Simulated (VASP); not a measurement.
Wanted: the native input for a VASP 6.6.1 run.

```yaml
Task: single point
Functional: PBEsol
Potentials_or_basis: VASP PAW PBE potentials, release 64 (Ti_sv, C)
Cutoff: 520 eV
k_mesh: 18 × 18 × 18
Occupations: gaussian, width 0.15 eV
Spin: no spin polarisation
Dipole_correction: no
Further_INCAR_settings: ALGO = Normal; EDIFF = 1e-06; NBANDS = 15
```

The structure of TiC lies in POSCAR:

```
TiC
1.0
    0.0000000000      2.1423600000      2.1640000000
    2.1856400000      0.0000000000      2.1640000000
    2.1856400000      2.1423600000      0.0000000000
Ti C
1 1
Direct
    0.0000000000      0.0000000000      0.0000000000
    0.5000000000      0.5000000000      0.5000000000
```

This cell differs from its parent crystal: strain +0.0100 x Voigt [1, -1, 0, 0, 0, 0].

The input as run:

INCAR

```
SYSTEM = TiC
ALGO = Normal ; EDIFF = 1E-6
ENCUT = 520 ; GGA = PS
ISIF = 2 ; ISMEAR = 0
LASPH = .TRUE. ; LCHARG = .TRUE.
LELF = .TRUE. ; LREAL = .FALSE.
LVHAR = .TRUE. ; LWAVE = .FALSE.
NBANDS = 15 ; NELM = 80
PREC = Accurate ; SIGMA = 0.15
```

KPOINTS

```
k-points
0
G
  18 18 18
  0 0 0
```

Potentials or basis: VASP PAW PBE potentials, release 64 (Ti_sv, C).

Launch:

```sh
$ cat potpaw_PBE.64/Ti_sv/POTCAR potpaw_PBE.64/C/POTCAR > POTCAR
$ mpirun -np 1 vasp_std > vasp.out
```

Results of the run:

| Quantity | Value |
| --- | --- |
| Pressure | -5.7 GPa |
| Band gap on the k mesh | zero (band 8 reaches 10.07 eV, above the bottom of band 9 at 8.82 eV) |

Caveat: the cell differs from its parent crystal (strain +0.0100 x Voigt [1, -1, 0, 0, 0, 0]); the PAW data sets were made with another functional, which shifts forces and pressure a little.

Run time: 76 s on 1 thread of Intel(R) Xeon(R) 6975P-C (Granite Rapids), on a shared host, peak memory 0.36 GiB.
